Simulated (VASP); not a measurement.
A run of VASP 6.6.1 is set up as follows.

File INCAR:

```
PREC = Accurate
ENCUT = 450
EDIFF = 1E-7
ISMEAR = 0
SIGMA = 0.05
LREAL = F
LASPH = T
NELM = 120
ALGO = Normal
ISIF = 2
LWAVE = F
LCHARG = F
LDIPOL = T
IDIPOL = 3
DIPOL = 0.5 0.5 0.500
GGA = PE
IVDW = 12
IBRION = 2
NSW = 90
EDIFFG = -0.03
GGA_COMPAT = F
NELMIN = 4
NELMDL = -8
NCORE = 4
```

File KPOINTS:

```
regular mesh
0
Gamma
  2 2 1
```

The input POSCAR:

```
InSe
1.0
    8.0727888986      0.0000000000      0.0000000000
   -4.0363944493      6.9912402656      0.0000000000
    0.0000000000      0.0000000000     21.3605950663
Se In
8 8
Selective dynamics
Direct
    0.5000000000      0.5000000000      0.3745214014  F F F
    0.5000000000      0.0000000000      0.3745214014  F F F
    0.0000000000      0.5000000000      0.3745214014  F F F
    0.0000000000      0.0000000000      0.3745214014  F F F
    0.5000000000      0.5000000000      0.6254785986  T T T
    0.5000000000      0.0000000000      0.6254785986  T T T
    0.0000000000      0.5000000000      0.6254785986  T T T
    0.0000000000      0.0000000000      0.6254785986  T T T
    0.3333333333      0.1666666667      0.4345717930  F F F
    0.3333333333      0.6666666667      0.4345717930  F F F
    0.8333333333      0.1666666667      0.4345717930  F F F
    0.8333333333      0.6666666667      0.4345717930  F F F
    0.3333333333      0.1666666667      0.5653329066  T T T
    0.3333333333      0.6666666667      0.5653329066  T T T
    0.8333333333      0.1666666667      0.5653329066  T T T
    0.8333333333      0.6666666667      0.5653329066  T T T
```

Potentials or basis: VASP PAW PBE potentials, release 64 (Se, In_d).

The run is started by

```console
$ cat potpaw_PBE.64/Se/POTCAR potpaw_PBE.64/In_d/POTCAR > POTCAR
$ mpirun -np 4 vasp_std > vasp.out
```

Predict the energy gained by relaxing.

0.0 meV/atom.

What does it give for the band gap on the k mesh?

1.64 eV.

What does it give for the dispersion energy per atom?

-0.221 eV.

The path:
| step | energy change (eV) | largest force on free atoms (eV/Å) | pressure (GPa) |
| --- | --- | --- | --- |
| 1 | 0.0000 | 0.0513 | 0.12 |
| 2 | -0.0005 | 0.0258 | 0.10 |

Caveat: the k points lie up to 0.45 Å⁻¹ apart; spin-orbit coupling is left out, which moves the levels of the heavy elements.
